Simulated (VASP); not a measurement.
Set up this calculation in VASP 6.6.1, as the native input.

- Task: single point
- Functional: PBEsol
- Potentials or basis: VASP PAW PBE potentials, release 64 (Hf_pv)
- Cutoff: 500 eV
- k mesh: 20 × 20 × 20
- Occupations: methfessel-paxton, width 0.01 eV
- Spin: no spin polarisation
- Dipole correction: no
- Further INCAR settings: ALGO = Normal; EDIFF = 1e-06; NBANDS = 11

The structure of Hf lies in POSCAR:

```
Hf
1.0
    2.1961143969      0.0000000000      0.0000000000
    0.0000000000      2.1961143969      0.0000000000
    0.0000000000      0.0000000000      2.1961143969
Hf
1
Direct
    0.0000000000      0.0000000000      0.0000000000
```

The input as run:

INCAR

```
  PREC = Accurate
  ENCUT = 500
  EDIFF = 1E-6
  ISMEAR = 1
  SIGMA = 0.01
  LREAL = F
  LASPH = T
  NELM = 120
  ALGO = Normal
  ISIF = 2
  LWAVE = F
  LCHARG = T
  GGA = PS
  LELF = T
  LVHAR = T
  NBANDS = 11
  GGA_COMPAT = F
```

KPOINTS

```
regular mesh
0
Gamma
  20 20 20
```

Potentials or basis: VASP PAW PBE potentials, release 64 (Hf_pv).

The run is started by

```bash
$ cat potpaw_PBE.64/Hf_pv/POTCAR > POTCAR
$ mpirun -np 1 vasp_std > vasp.out
```

Results of the run:

```
Pressure               : 310.1 GPa
Band gap on the k mesh : zero (band 5 reaches 12.78 eV, above the bottom of band 6 at 4.79 eV)
```

Caveat: the PAW data sets were made with another functional, which shifts forces and pressure a little; spin-orbit coupling is left out, which moves the levels of the heavy elements.

Run time: 6.1 s on 1 thread of Intel(R) Xeon(R) 6975P-C (Granite Rapids), with other jobs on the host, peak memory 0.14 GiB.
